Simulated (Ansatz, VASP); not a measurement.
**One calculation of Pb, two programs**

Contents of INCAR:

```
SYSTEM = Pb
  PREC = Accurate
  ENCUT = 520
  EDIFF = 1E-7
  ISMEAR = 0
  SIGMA = 0.15
  LREAL = .False.
  LASPH = .True.
  NELM = 60
  ALGO = Fast
  ISIF = 2
  LWAVE = .False.
  LCHARG = .False.
  GGA = PS
  NBANDS = 21
```

KPOINTS

```
regular mesh
0
Gamma
  18 18 10
  0 0 0
```

The input POSCAR:

```
Pb
1.0
    3.2016006353      0.0000000000      0.0000000000
   -1.6008003177      2.7726674830      0.0000000000
    0.0000000000      0.0000000000      5.1428000000
Pb
2
Direct
    0.3333333333      0.6666666667      0.2500000000
    0.6666666667      0.3333333333      0.7500000000
```

Input for Ansatz:

```yaml
crystal:
  lattice:
    - [3.2016006353, 0.0, 0.0]
    - [-1.6008003177, 2.772667483, 0.0]
    - [0.0, 0.0, 5.1428]
  atoms:
    - { symbol: Pb, position: [0.3333333333, 0.6666666667, 0.25] }
    - { symbol: Pb, position: [0.6666666667, 0.3333333333, 0.75] }
basis:
  ecutwfc: 420
kpoints:
  mp_grid: { grid: [18, 18, 10] }
hamiltonian:
  xc: pbesol
scf:
  occupations: { method: gaussian, width: 0.15 }
output:
  forces: true
  stress: true
  eigenvalues: true
```

Change from the starting cell: strain -0.080 along x and y, -0.080 along z, atoms carried along.

Alike in both runs: task single point; functional PBEsol; k mesh 18 × 18 × 10; occupations gaussian, width 0.15 eV; no spin polarisation.

```csv
,VASP,Ansatz
version,VASP 6.6.1,Ansatz 0.2.0
potentials or method,"VASP PAW PBE potentials, release 64 (Pb_d), cutoff 520 eV","scalar-relativistic, plane waves, PAW"
valence electrons in the cell,28,28
```

```csv
,VASP,Ansatz,Ansatz less VASP
gap on the k mesh at the Fermi level (eV),none,none,-
pressure (GPa),24.5,24.6,+0.10
"traceless stress, the component that is largest in VASP (GPa)",1.47,1.46,-0.012
```

VASP's potentials were made for PBE, not for PBEsol. A gap of «none» marks a metal or a gap that the smearing closes.

Spin-orbit coupling is off throughout.
